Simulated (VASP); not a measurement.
Fe: single point with PBE

The system is Fe.

```
Fe
1.0
     2.43416    0.00000    0.00000
    -1.21708    2.10804    0.00000
     0.00000    0.00000    3.84193
Fe
2
Direct
  0.66667 0.33333 0.75000
  0.33333 0.66667 0.25000
```

This isn't the form of Fe at room conditions, which is bcc.

```yaml
Program: VASP 6.6.1
Task: single point
Functional: PBE
Potentials_or_basis: VASP PAW PBE potentials, release 64 (Fe_sv)
Cutoff: 690 eV
k_mesh: 12 × 12 × 7
Occupations: gaussian, width 0.015 eV
Spin: collinear spin, ferromagnetic start
Starting_moments: "[3.0, 3.0] μB"
```

| Property | Result |
| --- | --- |
| Pressure | 8.5 GPa |
| Band gap on the k mesh | zero (filled and empty bands overlap) |
| Net moment | 0.00 μB per cell |
| Valence electrons inside the program's atomic spheres | Fe 13.83 |

Stress tensor (GPa, compression positive):
```
 7.77  0.00  0.00
 0.00  7.77  0.00
 0.00  0.00 10.08
```

Levels at points of the mesh, in eV from the Fermi level:
Spin up:
| k point | band 12 | band 13 | band 14 | band 15 | band 16 | band 17 | band 18 | band 19 | band 20 | band 21 |
| --- | --- | --- | --- | --- | --- | --- | --- | --- | --- | --- |
| (0.00, 0.00, 0.00) | -1.78 | -1.63 | -1.28 | -1.28 | -0.93 | -0.93 | 0.42 | 0.72 | 0.72 | 9.08 |
| (0.50, 0.00, 0.00) | -2.24 | -2.11 | -1.64 | -1.15 | 0.83 | 1.07 | 1.12 | 2.74 | 4.94 | 11.47 |
Spin down:
```tsv
k point	band 14	band 15	band 16	band 17	band 18	band 19
(0.00, 0.00, 0.00)	-1.28	-1.28	-0.93	-0.93	0.42	0.72
(0.50, 0.00, 0.00)	-1.64	-1.15	0.83	1.07	1.12	2.74
```

Wall time 78 s on 1 thread of Intel(R) Xeon(R) Platinum 8375C CPU @ 2.90GHz (Ice Lake), with other jobs on the host, peak memory 0.22 GiB.

Caveat: the cell stands under pressure; the moments typed at the start vanished in this run.
